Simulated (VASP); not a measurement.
Input of a VASP 6.6.1 run:

INCAR

```
ALGO = Normal
EDIFF = 1E-6
ENCUT = 500
GGA = CA
GGA_COMPAT = F
ISIF = 2
ISMEAR = -1
LASPH = T
LCHARG = F
LREAL = F
LWAVE = F
NBANDS = 12
NELM = 120
PREC = Accurate
SIGMA = 0.1
```

Contents of KPOINTS:

```
k-points
0
Gamma
  15 15 15
```

POSCAR

```
Cr
1.0
    0.0000000000      1.7726654200      1.7726654200
    1.7726654200      0.0000000000      1.7726654200
    1.7726654200      1.7726654200      0.0000000000
Cr
1
Direct
    0.0000000000      0.0000000000      0.0000000000
```

Potentials or basis: VASP PAW LDA potentials, release 64 (Cr_pv).

Command:

```bash
$ cat potpaw_LDA.64/Cr_pv/POTCAR > POTCAR
$ mpirun -np 1 vasp_std > vasp.out
```

Task: Predict the pressure.

Result: -0.1 GPa.

Task: Predict the band gap on the k mesh.

Result: Zero (band 6 reaches 13.73 eV, above the bottom of band 7 at 10.57 eV).

Caveat: the run has no spin polarisation, though such a crystal can be magnetic. Spin polarisation is off, so any magnetic state and its effect on volume and gap are missing.
